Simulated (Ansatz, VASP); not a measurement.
This is a calculation of Pb for Ansatz 0.2.0.

Contents of input.yaml:

```yaml
crystal:
  lattice:
    - [3.5243661423, 0.0, 0.0]
    - [-1.7621830712, 3.0521906115, 0.0]
    - [0.0, 0.0, 11.49524181]
  atoms:
    - { symbol: Pb, position: [0.6666666667, 0.3333333333, 0.75] }
    - { symbol: Pb, position: [0.0, 0.0, 0.5] }
    - { symbol: Pb, position: [0.3333333333, 0.6666666667, 0.25] }
    - { symbol: Pb, position: [0.0, 0.0, 0.0] }
hamiltonian:
  xc: r2scan
  pseudopotentials: { kind: paw }
kpoints:
  mp_grid: { grid: [9, 9, 3] }
scf:
  occupations: { method: fermi_dirac, width: 0.05 }
output:
  forces: true
  stress: true
  eigenvalues: true
```

Potentials or basis: Ansatz PAW.

Command:

```bash
$ ansatz run input.yaml --threads 2 --pin off --max-ram 5632MiB --backend cpu --events-out ev --progress --plain --runs-dir out
```

**Question.** Set up the same calculation for VASP 6.6.1. Potentials there: VASP PAW PBE potentials, release 64 (Pb_d).

**Answer.** As run (the cutoff follows the program's own potentials):

File POSCAR:

```
Pb
1.0
    3.5243661423      0.0000000000      0.0000000000
   -1.7621830712      3.0521906115      0.0000000000
    0.0000000000      0.0000000000     11.4952418100
Pb
4
Direct
    0.6666666667      0.3333333333      0.7500000000
    0.0000000000      0.0000000000      0.5000000000
    0.3333333333      0.6666666667      0.2500000000
    0.0000000000      0.0000000000      0.0000000000
```

INCAR.step1

```
PREC = Accurate
ENCUT = 520
ISMEAR = -1
SIGMA = 0.05
LREAL = False
LASPH = True
NELM = 100
NBANDS = 36
GGA = PE
ALGO = Normal
EDIFF = 1E-4
LWAVE = True
LCHARG = False
```

File INCAR.step2:

```
PREC = Accurate
ENCUT = 520
EDIFF = 1E-6
ISMEAR = -1
SIGMA = 0.05
LREAL = False
LASPH = True
NELM = 100
ALGO = Normal
ISIF = 2
LWAVE = False
LCHARG = False
METAGGA = R2SCAN
LMIXTAU = True
NBANDS = 36
ISTART = 1
```

Contents of KPOINTS:

```
Automatic mesh
0
Gamma
  9 9 3
```

Potentials or basis: VASP PAW PBE potentials, release 64 (Pb_d).

Command:

```bash
$ cat potpaw_PBE.64/Pb_d/POTCAR > POTCAR
$ cp INCAR.step1 INCAR
$ mpirun -np 1 vasp_std > vasp.out
$ cp INCAR.step2 INCAR
$ mpirun -np 1 vasp_std > vasp.out
```

Both were run:

|  | VASP | Ansatz | Ansatz less VASP |
| --- | --- | --- | --- |
| gap on the k mesh at the Fermi level (eV) | none | none | - |
| pressure (GPa) | 0.1 | 0.1 | +0.01 |
| traceless stress, the component that is largest in VASP (GPa) | 0.37 | 0.37 | +0.005 |

VASP's potentials were made for PBE, not for r2SCAN. A gap of «none» marks a metal or a gap that the smearing closes. The functional is the same, so the differences come from potentials, cutoffs and numerics.

Neither program's run includes spin-orbit coupling.
